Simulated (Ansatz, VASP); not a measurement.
## SrO in VASP and in Ansatz

INCAR

```
SYSTEM = SrO
  PREC = Accurate
  ENCUT = 520
  EDIFF = 1E-6
  ISMEAR = -1
  SIGMA = 0.02
  LREAL = .False.
  LASPH = .True.
  NELM = 80
  ALGO = Normal
  ISIF = 2
  LWAVE = .False.
  LCHARG = .True.
  GGA = PE
  LELF = .True.
  LVHAR = .True.
  NBANDS = 15
```

Contents of KPOINTS:

```
regular mesh
0
Gamma
  8 8 8
  0 0 0
```

Contents of POSCAR:

```
SrO
1.0
    0.0000000000      2.7783196214      2.8155011054
    2.7783196214      0.0000000000      2.8155011054
    2.7783196214      2.7783196214      0.0000000000
Sr O
1 1
Direct
    0.0000000000      0.0000000000      0.0000000000
    0.2500000000      0.2500000000      0.2500000000
```

Input for Ansatz:

```yaml
crystal:
  lattice:
    - [0.0, 2.7783196214, 2.8155011054]
    - [2.7783196214, 0.0, 2.8155011054]
    - [2.7783196214, 2.7783196214, 0.0]
  atoms:
    - { symbol: Sr, position: [0.0, 0.0, 0.0] }
    - { symbol: O, position: [0.25, 0.25, 0.25] }
kpoints:
  mp_grid: { grid: [8, 8, 8] }
  band_path:
    path:
      - [0.0, 0.0, 0.0]
      - [-0.5, -0.5, 0.0]
      - [-0.375, -0.375, 0.25]
      - [-0.375, 0.0, 0.375]
      - [0.0, 0.0, 0.5]
      - [-0.5, -0.25, 0.25]
    npoints: 1
hamiltonian:
  xc: pbe
scf:
  occupations: { method: fermi_dirac, width: 0.02 }
  n_extra_bands: 4
output:
  forces: true
  stress: true
  eigenvalues: true
```

Change from the starting cell: epitaxial_xy strain -0.5%.

Alike in both runs: task single point; functional PBE; k mesh 8 × 8 × 8; occupations fermi-dirac, width 0.02 eV; no spin polarisation.

```csv
,VASP,Ansatz
version,VASP 6.6.1,Ansatz 0.2.0
potentials or method,"VASP PAW PBE potentials, release 64 (Sr_sv, O)","plane waves, PAW"
plane-wave cutoff (eV),520,420
valence electrons in the cell,16,16
```

Ansatz gave:

| Item | Value |
| --- | --- |
| gap on the k mesh at the Fermi level (eV) | 2.52 |
| pressure (GPa) | 1.1 |
| traceless stress, the component that is largest in VASP (GPa) | -0.11 |

Problem. Which values does VASP return?

Solution. gap on the k mesh at the Fermi level (eV): 2.52; pressure (GPa): 1.5; traceless stress, the component that is largest in VASP (GPa): -0.10.
